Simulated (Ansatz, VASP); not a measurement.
## Co in VASP and in Ansatz

File INCAR:

```
SYSTEM = Co
PREC = Accurate ; ENCUT = 520
EDIFF = 1E-6 ; ISMEAR = -1
SIGMA = 0.05 ; LREAL = .False.
LASPH = .True. ; NELM = 150
ALGO = Normal ; ISIF = 2
LWAVE = .False. ; LCHARG = .False.
ISPIN = 2 ; MAGMOM = 2
LORBIT = 11 ; LMAXMIX = 4
GGA = PE ; NBANDS = 14
```

Contents of KPOINTS:

```
regular mesh
0
Gamma
  13 13 13
  0 0 0
```

File POSCAR:

```
Co
1.0
    0.0000000000      1.7566572351      1.7566572351
    1.7566572351      0.0000000000      1.7566572351
    1.7566572351      1.7566572351      0.0000000000
Co
1
Direct
    0.0000000000      0.0000000000      0.0000000000
```

Contents of input.yaml:

```yaml
crystal:
  lattice:
    - [0.0, 1.7566572351, 1.7566572351]
    - [1.7566572351, 0.0, 1.7566572351]
    - [1.7566572351, 1.7566572351, 0.0]
  atoms:
    - { symbol: Co, position: [0.0, 0.0, 0.0], spin: 2.0 }
kpoints:
  mp_grid: { grid: [13, 13, 13] }
scf:
  occupations: { method: fermi_dirac, width: 0.05 }
hamiltonian:
  xc: pbe
  pseudopotentials: { kind: all_electron, lapw: { basis_error: 0.001 } }
magnetization:
  spin_polarized: true
output:
  forces: true
  stress: true
  eigenvalues: true
  populations: true
```

Alike in both runs: task single point; functional PBE; k mesh 13 × 13 × 13; occupations fermi-dirac, width 0.05 eV; collinear spin.

```csv
,VASP,Ansatz
version,VASP 6.6.1,Ansatz 0.2.0
potentials or method,"VASP PAW PBE potentials, release 64 (Co), cutoff 520 eV","all-electron LAPW, scalar-relativistic"
```

Ansatz gave:

```
gap on the k mesh at the Fermi level (eV)                     : none
pressure (GPa)                                                : 1.0
net moment per atom (μB)                                      : 1.64
size of the moment on the site where the two differ most (μB) : 1.69
```

Which values does VASP return?

gap on the k mesh at the Fermi level (eV): none; pressure (GPa): 0.4; net moment per atom (μB): 1.63; size of the moment on the site where the two differ most (μB): 1.65.

Site moments also hang on the region over which each program counts them. A gap of «none» marks a metal or a gap that the smearing closes. Ansatz ran all-electron here, and VASP with PAW potentials.
